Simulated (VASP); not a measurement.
# Ru (Fm-3m) in VASP: a series of runs, part 2 of 2

VASP 6.6.1.

## 4. Electric field gradients, PBE (volume scaled by 1.03)

INCAR

```
SYSTEM = Ru
ALGO = Normal
EDIFF = 1E-8
ENCUT = 520
GGA = PE
ISIF = 2
ISMEAR = -1
LASPH = .TRUE.
LCHARG = .FALSE.
LEFG = .TRUE.
LREAL = .FALSE.
LWAVE = .FALSE.
NBANDS = 13
NELM = 60
PREC = Accurate
SIGMA = 0.05
```

KPOINTS

```
k-points
0
G
  16 16 16
  0 0 0
```

POSCAR

```
Ru
1.0
    0.0000000000      1.9339616292      1.9339616292
    1.9339616292      0.0000000000      1.9339616292
    1.9339616292      1.9339616292      0.0000000000
Ru
1
Direct
    0.0000000000      0.0000000000      0.0000000000
```

Potentials or basis: VASP PAW PBE potentials, release 64 (Ru_pv).

On the command line:

```sh
> cat potpaw_PBE.64/Ru_pv/POTCAR > POTCAR
> mpirun -np 1 vasp_std > vasp.out
```

OUTCAR:

```text
SYSTEM = Ru
   EDIFF = 1E-8
   ENCUT = 520
   GGA = PE
   ISIF = 2
   ISMEAR = -1
   LASPH = .TRUE.
   LREAL = .FALSE.
   NELM = 60
   PREC = Accurate

 ion  position               nearest neighbor table
   1  0.000  0.000  0.000-

  LATTYP: Found a face centered cubic cell.
 ALAT       =     3.8679232584

  Lattice vectors:

 A1 = (   0.0000000000,   1.9339616292,   1.9339616292)
 A2 = (   1.9339616292,   0.0000000000,   1.9339616292)
 A3 = (   1.9339616292,   1.9339616292,   0.0000000000)

[... 587 lines left out ...]
    total drift:                               -0.000000     -0.000000     -0.000000

  FREE ENERGIE OF THE ION-ELECTRON SYSTEM (eV)
  ---------------------------------------------------
  free  energy   TOTEN  =        -9.0993113740 eV

  energy  without entropy=       -9.0889936447  energy(sigma->0) =       -9.09415251

 Electric field gradients (V/A^2)
---------------------------------------------------------------------
 ion       V_xx      V_yy      V_zz      V_xy      V_xz      V_yz
---------------------------------------------------------------------
   1      -0.000    -0.000    -0.000    -0.001    -0.001    -0.001
---------------------------------------------------------------------

 Electric field gradients after diagonalization (V/A^2)
 (convention: |V_zz| > |V_xx| > |V_yy|)
----------------------------------------------------------------------
 ion       V_xx      V_yy      V_zz     asymmetry (V_yy - V_xx)/ V_zz
----------------------------------------------------------------------
   1       0.001     0.001    -0.001       0.000
----------------------------------------------------------------------

           NMR quadrupolar parameters

 Cq : quadrupolar parameter    Cq=e*Q*V_zz/h
 eta: asymmetry parameters     (V_yy - V_xx)/ V_zz
 Q  : nuclear electric quadrupole moment in mb (millibarn)
----------------------------------------------------------------------
 ion       Cq(MHz)       eta       Q (mb)
----------------------------------------------------------------------
   1      -0.000       0.000       1.000
----------------------------------------------------------------------
```

OSZICAR:

```text
N       E                     dE             d eps       ncg     rms          rms(c)
DAV:   1     0.104811649239E+03    0.10481E+03   -0.84756E+03  3799   0.114E+03
DAV:   2    -0.862415025924E+01   -0.11344E+03   -0.10909E+03  4050   0.319E+02
DAV:   3    -0.979007152536E+01   -0.11659E+01   -0.11609E+01  4280   0.360E+01
DAV:   4    -0.979356907985E+01   -0.34976E-02   -0.34975E-02  4080   0.211E+00
DAV:   5    -0.979359297353E+01   -0.23894E-04   -0.23894E-04  4320   0.159E-01    0.108E+01
DAV:   6    -0.913956989408E+01    0.65402E+00   -0.11151E+00  3850   0.137E+01    0.253E+00
DAV:   7    -0.910307913485E+01    0.36491E-01   -0.63726E-02  4140   0.303E+00    0.692E-01
DAV:   8    -0.909932325851E+01    0.37559E-02   -0.36408E-03  3810   0.796E-01    0.152E-01
DAV:   9    -0.909930801916E+01    0.15239E-04   -0.97136E-05  4225   0.136E-01    0.235E-02
DAV:  10    -0.909931129234E+01   -0.32732E-05   -0.37236E-06  3970   0.209E-02    0.336E-03
DAV:  11    -0.909931139147E+01   -0.99135E-07   -0.15536E-07  4255   0.499E-03    0.463E-04
DAV:  12    -0.909931137294E+01    0.18526E-07   -0.22193E-09  2285   0.549E-04    0.489E-05
DAV:  13    -0.909931137398E+01   -0.10346E-08   -0.11686E-10  2015   0.137E-04
   1 F= -.90993114E+01 E0= -.90941525E+01  d E =-.103177E-01
```

Wall time 16 s (1 thread of AMD EPYC 9R45 (Zen 5), shared host); peak memory 0.11 GiB.

What came out:

| Item | Value |
| --- | --- |
| Free energy | -9.0993 eV |
| Pressure | -12.4 GPa |
| Band gap on the k mesh | zero (band 7 reaches 13.66 eV, above the bottom of band 8 at 10.42 eV) |

Levels at points of the mesh, in eV from the Fermi level:
| k point | band 5 | band 6 | band 7 | band 8 | band 9 | band 10 |
| --- | --- | --- | --- | --- | --- | --- |
| (0.00, 0.00, 0.00) | -2.38 | -2.38 | -2.38 | -0.16 | -0.16 | 10.58 |
| (0.50, 0.00, 0.00) | -2.49 | -2.49 | 0.96 | 1.53 | 1.53 | 9.28 |
| (0.50, 0.50, 0.00) | -5.42 | 1.49 | 1.99 | 1.99 | 3.44 | 10.58 |

Caveat: without QUAD_EFG the Cq values of the log hold for a quadrupole moment of 1 mb, not for the nuclei.

## 5. Electric field gradients, PBE (volume scaled by 1.06)

INCAR is that of step 4.

KPOINTS is that of step 4.

POSCAR

```
Ru
1.0
    0.0000000000      1.9525585549      1.9525585549
    1.9525585549      0.0000000000      1.9525585549
    1.9525585549      1.9525585549      0.0000000000
Ru
1
Direct
    0.0000000000      0.0000000000      0.0000000000
```

Potentials or basis: VASP PAW PBE potentials, release 64 (Ru_pv).

On the command line:

```sh
> cat potpaw_PBE.64/Ru_pv/POTCAR > POTCAR
> mpirun -np 1 vasp_std > vasp.out
```

OUTCAR:

```text
SYSTEM = Ru
   EDIFF = 1E-8
   ENCUT = 520
   GGA = PE
   ISIF = 2
   ISMEAR = -1
   LASPH = .TRUE.
   LREAL = .FALSE.
   NELM = 60
   PREC = Accurate

 ion  position               nearest neighbor table
   1  0.000  0.000  0.000-

  LATTYP: Found a face centered cubic cell.
 ALAT       =     3.9051171098

  Lattice vectors:

 A1 = (   0.0000000000,   1.9525585549,   1.9525585549)
 A2 = (   1.9525585549,   0.0000000000,   1.9525585549)
 A3 = (   1.9525585549,   1.9525585549,   0.0000000000)

Analysis of symmetry for initial positions (statically):
=====================================================================
 Subroutine PRICEL returns:
 Original cell was already a primitive cell.

 Routine SETGRP: Setting up the symmetry group for a
 face centered cubic supercell.

[... 565 lines left out ...]
  external PRESSURE =    -188.7970110 kB  Pullay stress =       0.0000000 kB

 VOLUME and BASIS-vectors are now :
 -----------------------------------------------------------------------------
  energy-cutoff  :      520.00
  volume of cell :       14.89
      direct lattice vectors                 reciprocal lattice vectors
     0.000000000  1.952558555  1.952558555    -0.256074267  0.256074267  0.256074267
     1.952558555  0.000000000  1.952558555     0.256074267 -0.256074267  0.256074267
     1.952558555  1.952558555  0.000000000     0.256074267  0.256074267 -0.256074267

 POSITION                                       TOTAL-FORCE (eV/Angst)
 -----------------------------------------------------------------------------------
      0.00000      0.00000      0.00000        -0.000000      0.000000     -0.000000
 -----------------------------------------------------------------------------------
    total drift:                               -0.000000      0.000000     -0.000000

  FREE ENERGIE OF THE ION-ELECTRON SYSTEM (eV)
  ---------------------------------------------------
  free  energy   TOTEN  =        -9.0582563134 eV

  energy  without entropy=       -9.0474909158  energy(sigma->0) =       -9.05287361

 Electric field gradients (V/A^2)
---------------------------------------------------------------------
 ion       V_xx      V_yy      V_zz      V_xy      V_xz      V_yz
---------------------------------------------------------------------
   1       0.000     0.000    -0.000    -0.000    -0.000    -0.000
---------------------------------------------------------------------

 Electric field gradients after diagonalization (V/A^2)
 (convention: |V_zz| > |V_xx| > |V_yy|)
----------------------------------------------------------------------
 ion       V_xx      V_yy      V_zz     asymmetry (V_yy - V_xx)/ V_zz
----------------------------------------------------------------------
   1       0.000     0.000    -0.000       0.000
----------------------------------------------------------------------

           NMR quadrupolar parameters

 Cq : quadrupolar parameter    Cq=e*Q*V_zz/h
 eta: asymmetry parameters     (V_yy - V_xx)/ V_zz
 Q  : nuclear electric quadrupole moment in mb (millibarn)
----------------------------------------------------------------------
 ion       Cq(MHz)       eta       Q (mb)
----------------------------------------------------------------------
   1      -0.000       0.000       1.000
----------------------------------------------------------------------
```

OSZICAR:

```text
N       E                     dE             d eps       ncg     rms          rms(c)
DAV:   1     0.110027401375E+03    0.11003E+03   -0.84391E+03  3780   0.114E+03
DAV:   2    -0.844771676179E+01   -0.11848E+03   -0.11365E+03  4050   0.326E+02
DAV:   3    -0.975966398432E+01   -0.13119E+01   -0.13072E+01  4250   0.380E+01
DAV:   4    -0.976364068134E+01   -0.39767E-02   -0.39766E-02  4070   0.225E+00
DAV:   5    -0.976366825346E+01   -0.27572E-04   -0.27571E-04  4340   0.170E-01    0.101E+01
DAV:   6    -0.909479914600E+01    0.66887E+00   -0.11771E+00  3850   0.140E+01    0.221E+00
DAV:   7    -0.906184539988E+01    0.32954E-01   -0.56665E-02  4140   0.282E+00    0.643E-01
DAV:   8    -0.905826329871E+01    0.35821E-02   -0.35648E-03  3820   0.783E-01    0.139E-01
DAV:   9    -0.905825277336E+01    0.10525E-04   -0.10405E-04  4140   0.141E-01    0.232E-02
DAV:  10    -0.905825626426E+01   -0.34909E-05   -0.39973E-06  3960   0.212E-02    0.287E-03
DAV:  11    -0.905825633556E+01   -0.71291E-07   -0.15453E-07  4265   0.496E-03    0.415E-04
DAV:  12    -0.905825631296E+01    0.22597E-07   -0.22917E-09  2355   0.565E-04    0.533E-05
DAV:  13    -0.905825631339E+01   -0.42724E-09   -0.12286E-10  1970   0.143E-04
   1 F= -.90582563E+01 E0= -.90528736E+01  d E =-.107654E-01
```

It took 22 s on 1 thread of AMD EPYC 9R45 (Zen 5), shared host; peak memory 0.13 GiB.

Results:

| Quantity | Value |
| --- | --- |
| Free energy | -9.0583 eV |
| Pressure | -18.9 GPa |
| Band gap on the k mesh | zero (band 7 reaches 13.08 eV, above the bottom of band 8 at 9.99 eV) |

Caveat: without QUAD_EFG the Cq values of the log hold for a quadrupole moment of 1 mb, not for the nuclei.

## 6. Electric field gradients, PBE (volume scaled by 1.06)

INCAR

```
ALGO = Normal ; EDIFF = 1E-8
ENCUT = 520 ; GGA = PE
ISIF = 2 ; ISMEAR = -1
LASPH = T ; LCHARG = F
LEFG = T ; LREAL = F
LWAVE = F ; NBANDS = 13
NELM = 80 ; PREC = Accurate
SIGMA = 0.05
```

KPOINTS

```
k-points
0
Gamma
  16 16 16
```

POSCAR is that of step 5.

Potentials or basis: VASP PAW PBE potentials, release 64 (Ru_pv).

On the command line:

```sh
> cat potpaw_PBE.64/Ru_pv/POTCAR > POTCAR
> mpirun -np 1 vasp_std > vasp.out
```

OUTCAR:

```text
EDIFF = 1E-8
   ENCUT = 520
   GGA = PE
   ISIF = 2
   ISMEAR = -1
   LASPH = T
   LREAL = F
   NELM = 80
   PREC = Accurate

 ion  position               nearest neighbor table
   1  0.000  0.000  0.000-

  LATTYP: Found a face centered cubic cell.
 ALAT       =     3.9051171098

  Lattice vectors:

 A1 = (   0.0000000000,   1.9525585549,   1.9525585549)
 A2 = (   1.9525585549,   0.0000000000,   1.9525585549)
 A3 = (   1.9525585549,   1.9525585549,   0.0000000000)

Analysis of symmetry for initial positions (statically):
=====================================================================
 Subroutine PRICEL returns:
 Original cell was already a primitive cell.

 Routine SETGRP: Setting up the symmetry group for a
 face centered cubic supercell.

 Subroutine GETGRP returns: Found 48 space group operations
[... 564 lines left out ...]
  external PRESSURE =    -188.7970110 kB  Pullay stress =       0.0000000 kB

 VOLUME and BASIS-vectors are now :
 -----------------------------------------------------------------------------
  energy-cutoff  :      520.00
  volume of cell :       14.89
      direct lattice vectors                 reciprocal lattice vectors
     0.000000000  1.952558555  1.952558555    -0.256074267  0.256074267  0.256074267
     1.952558555  0.000000000  1.952558555     0.256074267 -0.256074267  0.256074267
     1.952558555  1.952558555  0.000000000     0.256074267  0.256074267 -0.256074267

 POSITION                                       TOTAL-FORCE (eV/Angst)
 -----------------------------------------------------------------------------------
      0.00000      0.00000      0.00000        -0.000000      0.000000     -0.000000
 -----------------------------------------------------------------------------------
    total drift:                               -0.000000      0.000000     -0.000000

  FREE ENERGIE OF THE ION-ELECTRON SYSTEM (eV)
  ---------------------------------------------------
  free  energy   TOTEN  =        -9.0582563134 eV

  energy  without entropy=       -9.0474909158  energy(sigma->0) =       -9.05287361

 Electric field gradients (V/A^2)
---------------------------------------------------------------------
 ion       V_xx      V_yy      V_zz      V_xy      V_xz      V_yz
---------------------------------------------------------------------
   1       0.000     0.000    -0.000    -0.000    -0.000    -0.000
---------------------------------------------------------------------

 Electric field gradients after diagonalization (V/A^2)
 (convention: |V_zz| > |V_xx| > |V_yy|)
----------------------------------------------------------------------
 ion       V_xx      V_yy      V_zz     asymmetry (V_yy - V_xx)/ V_zz
----------------------------------------------------------------------
   1       0.000     0.000    -0.000       0.000
----------------------------------------------------------------------

           NMR quadrupolar parameters

 Cq : quadrupolar parameter    Cq=e*Q*V_zz/h
 eta: asymmetry parameters     (V_yy - V_xx)/ V_zz
 Q  : nuclear electric quadrupole moment in mb (millibarn)
----------------------------------------------------------------------
 ion       Cq(MHz)       eta       Q (mb)
----------------------------------------------------------------------
   1      -0.000       0.000       1.000
----------------------------------------------------------------------
```

It took 22 s on 1 thread of AMD EPYC 9R45 (Zen 5), shared host; peak memory 0.13 GiB.

Results:

```
Free energy            : -9.0583 eV
Pressure               : -18.9 GPa
Band gap on the k mesh : zero (band 7 reaches 13.08 eV, above the bottom of band 8 at 9.99 eV)
```

Caveat: without QUAD_EFG the Cq values of the log hold for a quadrupole moment of 1 mb, not for the nuclei.

## 7. The runs side by side

```tsv
cell	gap on the mesh (eV)	pressure (GPa)
a = 2.708 Å, angles 60.0°, 1 atom	none	-4.6
a = 2.735 Å, angles 60.0°, 1 atom	none	-12.4
a = 2.761 Å, angles 60.0°, 1 atom	none	-18.9
```

Alike in all rows: task electric field gradients; level PBE; potentials or basis VASP PAW PBE potentials, release 64 (Ru_pv); no spin polarisation; k mesh 16 × 16 × 16; cutoff (eV) 520; smearing fermi-dirac 0.05 eV.

Absolute energies hang on the potentials; compare differences alone.
